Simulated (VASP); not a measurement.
## ZrB2: single point with LDA

Crystal: ZrB2.

```
Zr B
1.0
     3.17000    0.00000    0.00000
    -1.58500    2.74530    0.00000
     0.00000    0.00000    3.53300
Zr B
1 2
Cartesian
  0.0000 0.0000 0.0000
  1.5850 0.9151 1.7665
  0.0000 1.8302 1.7665
```

```json
{
  "Program": "VASP 6.6.1",
  "Task": "single point",
  "Functional": "LDA",
  "Potentials or basis": "VASP PAW LDA potentials, release 64 (Zr_sv, B)",
  "Cutoff": "520 eV",
  "k mesh": "10 × 10 × 8",
  "Occupations": "fermi-dirac, width 0.05 eV",
  "Spin": "no spin polarisation"
}
```

```json
{"Pressure": "-8.3 GPa", "Band gap on the k mesh": "zero (bands 9 and 10 overlap by 0.80 eV)"}
```

Stress tensor (GPa, compression positive):
```
-8.64  0.00  0.00
 0.00 -8.64  0.00
 0.00  0.00 -7.71
```

Levels at points of the mesh, in eV from the Fermi level:
```
           k point  band 7  band 8  band 9  band 10  band 11  band 12
(0.00, 0.00, 0.00)   -2.53   -2.49   -2.20     3.47     3.47     4.24
(0.50, 0.00, 0.00)   -3.79   -2.93   -2.59     2.35     2.38     5.00
(0.00, 0.00, 0.50)   -0.85   -0.85    0.41     0.41     0.85     0.85
(0.50, 0.00, 0.50)   -4.49   -4.02   -1.84     3.80     4.28     5.38
```

Run time: 30 s on 1 thread of Intel Xeon 8259CL, on a shared host, peak memory 0.15 GiB.

Caveat: the cell stands under tension.
